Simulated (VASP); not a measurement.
Input of a VASP 6.6.1 run:

Contents of INCAR:

```
ALGO = Normal
EDIFF = 1E-6
ENCUT = 520
GGA = PE
ISIF = 2
ISMEAR = 0
LASPH = T
LCHARG = F
LREAL = F
LWAVE = F
NBANDS = 13
NELM = 100
PREC = Accurate
SIGMA = 0.1
```

KPOINTS

```
k-points
0
Gamma
  20 20 18
```

POSCAR

```
C
1.0
    1.2372448369     -3.0325381923      0.0000000000
    1.2372448369      3.0325381923      0.0000000000
    0.0000000000      0.0000000000      2.4702005784
C
3
Direct
    0.6815381335      0.3184618665      0.5000000000
    0.3184618665      0.6815381335      0.5000000000
    0.5000000000      0.5000000000      0.0000000000
```

Potentials or basis: VASP PAW PBE potentials, release 64 (C).

The run is started by

```sh
$ cat potpaw_PBE.64/C/POTCAR > POTCAR
$ mpirun -np 1 vasp_std > vasp.out
```

(1) What does it give for the band gap on the k mesh?

(2) Predict the largest force.

Results:

(1) zero (bands 6 and 7 overlap by 5.01 eV).

(2) 0.030 eV/Å.
